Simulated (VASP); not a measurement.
# TiPt3 (Pm-3m) in VASP: a series of runs

Runs on TiPt3. Level: PBEsol. Tasks: single point.

Program: VASP 6.6.1. These are calculated values, not measurements. Logs are shortened: lines on timing, memory, paths and dates and some standing lists are left out, and cuts for length are marked.

## 1. The cell of the first run

Symmetry: Pm-3m, No. 221, cubic system. The conventional cell has a = 3.863 Å, b = 3.863 Å, c = 3.863 Å, α = 90.00°, β = 90.00°, γ = 90.00°. Ti (site symmetry m-3m) has 12 Pt at 2.73 Å within 3.6 Å. Within 3.6 Å of Pt (site symmetry 4/mmm) lie 4 Ti at 2.73 Å and 8 Pt at 2.73 Å.

## 2. Single point, PBEsol

File INCAR:

```
SYSTEM = TiPt3
PREC     = Accurate       ! precision mode
ENCUT    = 520            ! plane-wave cutoff, eV
EDIFF    = 1E-6           ! SCF threshold, eV
ISMEAR   = 0              ! smearing method
SIGMA    = 0.1            ! smearing width, eV
LREAL    = .FALSE.        ! projectors in reciprocal space
LASPH    = .TRUE.         ! aspherical terms in the spheres
NELM     = 60             ! most SCF steps
ALGO     = Fast           ! electronic algorithm
ISIF     = 2              ! what is computed and relaxed
LWAVE    = .FALSE.        ! write WAVECAR
LCHARG   = .TRUE.         ! write CHGCAR
GGA      = PS             ! functional
LELF     = .TRUE.         ! ELF
LVHAR    = .TRUE.       
NBANDS   = 29             ! bands
```

File KPOINTS:

```
Automatic mesh
0
G
  12 12 12
  0 0 0
```

File POSCAR:

```
TiPt3
1.0
    3.8630875157      0.0000000000      0.0000000000
    0.0000000000      3.8630875157      0.0000000000
    0.0000000000      0.0000000000      3.8630875157
Ti Pt
1 3
Direct
    0.0000000000      0.0000000000      0.0000000000
    0.0000000000      0.5000000000      0.5000000000
    0.5000000000      0.0000000000      0.5000000000
    0.5000000000      0.5000000000      0.0000000000
```

Potentials or basis: VASP PAW PBE potentials, release 64 (Ti_sv, Pt).

The run is started by

```bash
$ cat potpaw_PBE.64/Ti_sv/POTCAR potpaw_PBE.64/Pt/POTCAR > POTCAR
$ mpirun -np 1 vasp_std > vasp.out
```

OUTCAR:

```text
SYSTEM = TiPt3
   PREC = Accurate
   ENCUT = 520
   EDIFF = 1E-6
   ISMEAR = 0
   LREAL = .FALSE.
   LASPH = .TRUE.
   NELM = 60
   ISIF = 2
   GGA = PS

 ion  position               nearest neighbor table
   1  0.000  0.000  0.000-   2 2.73   3 2.73   4 2.73   2 2.73   3 2.73   2 2.73   4 2.73   2 2.73
                             3 2.73   4 2.73   3 2.73   4 2.73
   2  0.000  0.500  0.500-   1 2.73   3 2.73   4 2.73   1 2.73   4 2.73   1 2.73   3 2.73   1 2.73
                             3 2.73   4 2.73   4 2.73   3 2.73
   3  0.500  0.000  0.500-   1 2.73   2 2.73   4 2.73   1 2.73   4 2.73   2 2.73   4 2.73   4 2.73
                             1 2.73   2 2.73   1 2.73   2 2.73
   4  0.500  0.500  0.000-   1 2.73   2 2.73   3 2.73   2 2.73   3 2.73   1 2.73   3 2.73   3 2.73
                             1 2.73   2 2.73   2 2.73   1 2.73

  LATTYP: Found a simple cubic cell.
 ALAT       =     3.8630875157

  Lattice vectors:

 A1 = (   3.8630875157,   0.0000000000,   0.0000000000)
 A2 = (   0.0000000000,   3.8630875157,   0.0000000000)
 A3 = (   0.0000000000,   0.0000000000,   3.8630875157)

Analysis of symmetry for initial positions (statically):
=====================================================================
 Subroutine PRICEL returns:
 Original cell was already a primitive cell.

 Routine SETGRP: Setting up the symmetry group for a
 simple cubic supercell.

 Subroutine GETGRP returns: Found 48 space group operations
 (whereof 48 operations were pure point group operations)
 out of a pool of 48 trial point group operations.

The static configuration has the point symmetry O_h .

Analysis of symmetry for dynamics (positions and initial velocities):
=====================================================================
 Subroutine PRICEL returns:
 Original cell was already a primitive cell.

 Routine SETGRP: Setting up the symmetry group for a
 simple cubic supercell.

 Subroutine GETGRP returns: Found 48 space group operations
 (whereof 48 operations were pure point group operations)
 out of a pool of 48 trial point group operations.

The dynamic configuration has the point symmetry O_h .

 Subroutine INISYM returns: Found 48 space group operations
 (whereof 48 operations are pure point group operations),
 and found     1 'primitive' translations

----------------------------------------------------------------------------------------

                                     Primitive cell

  volume of cell :      57.6506

  direct lattice vectors                    reciprocal lattice vectors
     3.863087516  0.000000000  0.000000000     0.258860302  0.000000000  0.000000000
     0.000000000  3.863087516  0.000000000     0.000000000  0.258860302  0.000000000
     0.000000000  0.000000000  3.863087516     0.000000000  0.000000000  0.258860302

  length of vectors
     3.863087516  3.863087516  3.863087516     0.258860302  0.258860302  0.258860302

  position of ions in fractional coordinates (direct lattice)
     0.000000000  0.000000000  0.000000000
     0.000000000  0.500000000  0.500000000
     0.500000000  0.000000000  0.500000000
     0.500000000  0.500000000  0.000000000

  ion indices of the primitive-cell ions
   primitive index   ion index
                 1           1
                 2           2
                 3           3
                 4           4

----------------------------------------------------------------------------------------

 KPOINTS: Automatic mesh

Automatic generation of k-mesh.
 Grid dimensions read from file:
 generate k-points for:   12   12   12

 Generating k-lattice:

  Cartesian coordinates                     Fractional coordinates (reciprocal lattice)
     0.021571692  0.000000000  0.000000000     0.083333333  0.000000000  0.000000000
     0.000000000  0.021571692  0.000000000     0.000000000  0.083333333  0.000000000
     0.000000000  0.000000000  0.021571692     0.000000000  0.000000000  0.083333333

  Length of vectors
     0.021571692  0.021571692  0.021571692

  Shift w.r.t. Gamma in fractional coordinates (k-lattice)
     0.000000000  0.000000000  0.000000000

 Subroutine IBZKPT returns following result:
 ===========================================

 Found     84 irreducible k-points:

 Following reciprocal coordinates:
            Coordinates               Weight
  0.000000  0.000000  0.000000      1.000000
  0.083333  0.000000  0.000000      6.000000
  0.166667  0.000000  0.000000      6.000000
  0.250000  0.000000  0.000000      6.000000
  0.333333  0.000000  0.000000      6.000000
  0.416667  0.000000  0.000000      6.000000
[... 16 lines left out ...]
  0.333333  0.333333  0.000000     12.000000
  0.416667  0.333333  0.000000     24.000000
 [... further k-points ...]
   k-points           NKPTS =     84   k-points in BZ     NKDIM =     84   number of bands    NBANDS=     29
   number of dos      NEDOS =    301   number of ions     NIONS =      4
   total plane-waves  NPLWV =  27000
   dimension x,y,z NGX =    30 NGY =   30 NGZ =   30
   dimension x,y,z NGXF=    60 NGYF=   60 NGZF=   60
   ions per type =               1   3
   NGX,Y,Z   is equivalent  to a cutoff of  12.91, 12.91, 12.91 a.u.
   NGXF,Y,Z  is equivalent  to a cutoff of  25.82, 25.82, 25.82 a.u.
 SYSTEM =  TiPt3
   PREC   = accura    normal or accurate (medium, high low for compatibility)
   ISTART =      0    job   : 0-new  1-cont  2-samecut
   ICHARG =      2    charge: 1-file 2-atom 10-const
   ISPIN  =      1    spin polarized calculation?
   LNONCOLLINEAR =      F non collinear calculations
   LSORBIT =      F    spin-orbit coupling
   LASPH  =      T    aspherical Exc in radial PAW
   ENCUT  =  520.0 eV  38.22 Ry    6.18 a.u.   7.18  7.18  7.18*2*pi/ulx,y,z
   NELM   =     60;   NELMIN=  2; NELMDL= -5     # of ELM steps
   EDIFF  = 0.1E-05   stopping-criterion for ELM
   LREAL  =      F    real-space projection
   EDIFFG = 0.1E-04   stopping-criterion for IOM
   NSW    =      0    number of steps for IOM
   IBRION =     -1    ionic relax: 0-MD 1-quasi-New 2-CG
   NFREE  =      0    steps in history (QN), initial steepest desc. (CG)
   ISIF   =      2    stress and relaxation
   ISYM   =      2    0-nonsym 1-usesym 2-fastsym
   POTIM  = 0.5000    time-step for ionic-motion
   TEBEG  =    0.0;   TEEND  =   0.0 temperature during run
   PSTRESS=    0.0 pullay stress
   NELECT =      42.0000    total number of electrons
   NUPDOWN=      -1.0000    fix difference up-down
   EMIN   =  10.00;   EMAX   =-10.00  energy-range for DOS
   EFERMI =   0.00;   METHOD = LEGACY
   ISMEAR =     0;   SIGMA  =   0.10  broadening in eV -4-tet -1-fermi 0-gaus
   EFERMI_NEDOS =   21; number of points for ismear=-14 and -15
   IALGO  =     68    algorithm
   IMIX   =      4    mixing-type and parameters
     AMIX     =   0.40;   BMIX     =  1.00
     AMIX_MAG =   1.60;   BMIX_MAG =  1.00
  volume/ion in A,a.u.               =      14.41        97.26
  Fermi-wavevector in a.u.,A,eV,Ry     =   1.473070  2.783699 29.523761  2.169935
  Thomas-Fermi vector in A             =   2.588008
   LORBIT       =      0    0 simple, 1 ext, 2 COOP (PROOUT), +10 PAW based schemes
   GGA     = PS    functional components
   LHFCALC =     F    Hartree Fock is set to
   AEXX    =    0.0000 exact exchange contribution
   IVDW    =     0    specifies the selected vdW correction
   LEPSILON=     F    determine dielectric tensor
   LRPA    =     F    only Hartree local field effects (RPA)
 non-spin polarized calculation
 RMM-DIIS sequential band-by-band and
 Gauss-broadening in eV      SIGMA  =   0.10
  energy-cutoff  :      520.00
  volume of cell :       57.65
 maximum number of plane-waves:      1596
 NGX is ok and might be reduce to    30
   NGX = 15   NGY = 15   NGZ = 15

 number of electron      41.9999994 magnetization

 Free energy of the ion-electron system (eV)
  ---------------------------------------------------
  ext. energy  EPLUGINS =         0.00000000
  ---------------------------------------------------
  free energy    TOTEN  =       -32.72365657 eV

  energy without entropy =      -32.71895804  energy(sigma->0) =      -32.72130730

 E-fermi :  12.1679     XC(G=0): -13.5759

 val. band max:       12.1495187836   @ k =   0.4167   0.0833   0.0833
 cond. band min:      12.1806557907   @ k =   0.4167   0.0833   0.0000
 fundamental gap:      0.0311370071
 Fermi energy:        12.1678799939

 k-point     1 :       0.0000    0.0000    0.0000
  band No.  band energies     occupation
      1     -45.7378      2.00000
      2     -22.0676      2.00000
      3     -22.0676      2.00000
      4     -22.0676      2.00000
      5       1.6352      2.00000
      6       4.4472      2.00000
[... 21 lines left out ...]
     28      14.3158      0.00000
     29      20.8603      0.00000

 k-point     2 :       0.0833    0.0000    0.0000
  band No.  band energies     occupation
      1     -45.7376      2.00000
      2     -22.0698      2.00000
      3     -22.0680      2.00000
      4     -22.0680      2.00000
      5       1.7304      2.00000
      6       4.5087      2.00000
[... 21 lines left out ...]
     28      14.8682      0.00000
     29      20.6691      0.00000

 k-point     3 :       0.1667    0.0000    0.0000
  band No.  band energies     occupation
      1     -45.7372      2.00000
      2     -22.0761      2.00000
      3     -22.0690      2.00000
      4     -22.0690      2.00000
      5       2.0105      2.00000
      6       4.6846      2.00000
[... 21 lines left out ...]
     28      15.9025      0.00000
     29      20.2325      0.00000

 k-point     4 :       0.2500    0.0000    0.0000
  band No.  band energies     occupation
      1     -45.7367      2.00000
      2     -22.0846      2.00000
      3     -22.0704      2.00000
      4     -22.0704      2.00000
      5       2.4561      2.00000
      6       4.9397      2.00000
[... 597 lines left out ...]
     28      17.2012      0.00000
     29      21.6197      0.00000

 k-point    23 :       0.3333    0.3333    0.0000
  band No.  band energies     occupation
      1     -45.7352      2.00000
      2     -22.0915      2.00000
      3     -22.0861      2.00000
      4     -22.0757      2.00000
      5       4.1550      2.00000
      6       5.9559      2.00000
[... 21 lines left out ...]
     28      17.0667      0.00000
     29      20.8781      0.00000

 k-point    24 :       0.4167    0.3333    0.0000
  band No.  band energies     occupation
      1     -45.7349      2.00000
      2     -22.0934      2.00000
      3     -22.0874      2.00000
      4     -22.0766      2.00000
      5       4.6598      2.00000
      6       5.8014      2.00000
[... 21 lines left out ...]
     28      16.5522      0.00000
     29      21.9622      0.00000

 [... further k-points ...]

------------------------ aborting loop because EDIFF is reached ----------------------------------------

  FORCE on cell =-STRESS in cart. coord.  units (eV):
  Direction    XX          YY          ZZ          XY          YZ          ZX
  --------------------------------------------------------------------------------------
  -------------------------------------------------------------------------------------
  Total        2.7767333      2.7767333      2.7767333      0.0000000      0.0000000      0.0000000
  in kB       77.1686867     77.1686867     77.1686867      0.0000000      0.0000000      0.0000000
  external PRESSURE =      77.1686867 kB  Pullay stress =       0.0000000 kB

 VOLUME and BASIS-vectors are now :
 -----------------------------------------------------------------------------
  energy-cutoff  :      520.00
  volume of cell :       57.65
      direct lattice vectors                 reciprocal lattice vectors
     3.863087516  0.000000000  0.000000000     0.258860302  0.000000000  0.000000000
     0.000000000  3.863087516  0.000000000     0.000000000  0.258860302  0.000000000
     0.000000000  0.000000000  3.863087516     0.000000000  0.000000000  0.258860302

 POSITION                                       TOTAL-FORCE (eV/Angst)
 -----------------------------------------------------------------------------------
      0.00000      0.00000      0.00000         0.000000      0.000000      0.000000
      0.00000      1.93154      1.93154         0.000000      0.000000      0.000000
      1.93154      0.00000      1.93154         0.000000      0.000000      0.000000
      1.93154      1.93154      0.00000         0.000000      0.000000      0.000000
 -----------------------------------------------------------------------------------
    total drift:                                0.000000      0.000000     -0.000000

  FREE ENERGIE OF THE ION-ELECTRON SYSTEM (eV)
  ---------------------------------------------------
  free  energy   TOTEN  =       -32.7236565722 eV

  energy  without entropy=      -32.7189580352  energy(sigma->0) =      -32.72130730
```

Run time: 2.3 min. Hardware: 1 thread of Intel Xeon 6975P-C (Granite Rapids), shared host; peak memory 0.25 GiB.

What came out:

- Free energy: -32.7237 eV
- Pressure: 7.7 GPa
- Band gap on the k mesh: zero (bands 21 and 22 overlap by 1.90 eV)

Caveat: the cell stands under pressure; the PAW data sets were made with another functional, which shifts forces and pressure a little; spin-orbit coupling is left out, which moves the levels of the heavy elements.

(Part 1 of 2 ends here.)
